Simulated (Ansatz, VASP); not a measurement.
## Li in VASP and in Ansatz

The input INCAR:

```
SYSTEM = Li
PREC = Accurate
ENCUT = 750
EDIFF = 1E-6
ISMEAR = -1
SIGMA = 0.1
LREAL = .FALSE.
LASPH = .TRUE.
NELM = 120
ALGO = Normal
ISIF = 2
LWAVE = .FALSE.
LCHARG = .FALSE.
GGA = PE
NBANDS = 8
GGA_COMPAT = .FALSE.
```

The input KPOINTS:

```
regular mesh
0
G
  17 17 17
  0 0 0
```

Contents of POSCAR:

```
Li
1.0
   -1.2648100268      1.2648100268      1.2648100268
    1.2648100268     -1.2648100268      1.2648100268
    1.2648100268      1.2648100268     -1.2648100268
Li
1
Direct
    0.0000000000      0.0000000000      0.0000000000
```

Input for Ansatz:

```yaml
crystal:
  lattice:
    - [-1.2648100268, 1.2648100268, 1.2648100268]
    - [1.2648100268, -1.2648100268, 1.2648100268]
    - [1.2648100268, 1.2648100268, -1.2648100268]
  atoms:
    - { symbol: Li, position: [0.0, 0.0, 0.0] }
kpoints:
  mp_grid: { grid: [17, 17, 17] }
scf:
  occupations: { method: fermi_dirac, width: 0.1 }
hamiltonian:
  xc: pbe
  pseudopotentials: { kind: all_electron, datasets: crystal }
output:
  forces: true
  stress: true
  eigenvalues: true
```

Change from the starting cell: volume scaled by 0.4, crystal datasets.

Alike in both runs: task single point; functional PBE; k mesh 17 × 17 × 17; occupations fermi-dirac, width 0.1 eV; no spin polarisation.

|  | VASP | Ansatz |
| --- | --- | --- |
| version | VASP 6.6.1 | Ansatz 0.2.0 |
| potentials or method | VASP PAW PBE potentials, release 64 (Li_sv), cutoff 750 eV | all-electron PAW with datasets made for the crystal, scalar-relativistic |

```csv
,VASP,Ansatz,Ansatz less VASP
pressure (GPa),58.8,59.4,+0.63
```

Both programs put the cell under a high pressure, so it lies far from rest at this level. Ansatz ran all-electron here, and VASP with PAW potentials.
